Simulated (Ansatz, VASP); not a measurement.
**One calculation of LiF, two programs**

INCAR

```
ALGO = Normal ; EDIFF = 1E-6
ENCUT = 520 ; GGA = PE
ISIF = 2 ; ISMEAR = 0
LASPH = T ; LCHARG = T
LELF = T ; LREAL = F
LVHAR = T ; LWAVE = F
NBANDS = 30 ; NELM = 60
PREC = Accurate ; SIGMA = 0.05
```

KPOINTS

```
k-points
0
Gamma
  8 6 4
```

File POSCAR:

```
LiF
1.0
   -3.1605840920      0.0148305941     -0.0298352172
   -0.0468265877      0.0029492565     -4.9061457127
    0.0256873424     -5.3473156025      0.0032546918
Li F
4 4
Direct
    0.4971975168      0.6185351657      0.1668358789
   -0.0021783458      0.6167517000      0.6663576902
    1.0030748416      0.1195862637      0.3340569260
    0.4994800796      0.1212057298      0.8361382866
    0.5018313738      0.0013511461      0.1658828590
    0.0005214862      0.0070440796      0.6646787863
    0.9996223922      0.5041695049      0.3326382698
    0.5004506555      0.5113644102      0.8334113031
```

Input for Ansatz:

```yaml
crystal:
  lattice:
    - [-3.160584092, 0.0148305941, -0.0298352172]
    - [-0.0468265877, 0.0029492565, -4.9061457127]
    - [0.0256873424, -5.3473156025, 0.0032546918]
  atoms:
    - { symbol: Li, position: [0.4971975168, 0.6185351657, 0.1668358789] }
    - { symbol: Li, position: [-0.0021783458, 0.6167517, 0.6663576902] }
    - { symbol: Li, position: [1.0030748416, 0.1195862637, 0.334056926] }
    - { symbol: Li, position: [0.4994800796, 0.1212057298, 0.8361382866] }
    - { symbol: F, position: [0.5018313738, 0.0013511461, 0.165882859] }
    - { symbol: F, position: [0.0005214862, 0.0070440796, 0.6646787863] }
    - { symbol: F, position: [0.9996223922, 0.5041695049, 0.3326382698] }
    - { symbol: F, position: [0.5004506555, 0.5113644102, 0.8334113031] }
basis:
  ecutwfc: 420
kpoints:
  mp_grid: { grid: [8, 6, 4] }
hamiltonian:
  xc: pbe
scf:
  occupations: { method: gaussian, width: 0.05 }
output:
  forces: true
  stress: true
  eigenvalues: true
```

Change from the starting cell: cell sheared at random, sigma 0.01, atoms nudged by 0.01 Å.

Alike in both runs: task single point; functional PBE; k mesh 8 × 6 × 4; occupations gaussian, width 0.05 eV; no spin polarisation.

```csv
,VASP,Ansatz
version,VASP 6.6.1,Ansatz 0.2.0
potentials or method,"VASP PAW PBE potentials, release 64 (Li_sv, F), cutoff 520 eV","scalar-relativistic, plane waves, PAW"
valence electrons in the cell,40,40
```

|  | VASP | Ansatz | Ansatz less VASP |
| --- | --- | --- | --- |
| gap on the k mesh at the Fermi level (eV) | 7.58 | 7.59 | +0.011 |
| least direct gap on the mesh (eV) | 7.58 | 7.59 | +0.011 |
| rms of the force components (eV/Å) | 0.075 | 0.073 | -0.0026 |

Atom by atom the forces differ by 0.003 eV/Å (rms over components). With one functional, cell and mesh, what is left measures potentials, basis and numerics.

Noted on VASP's run: the cutoff is under 1.25 times that of the potentials, so the pressure is a little rough.
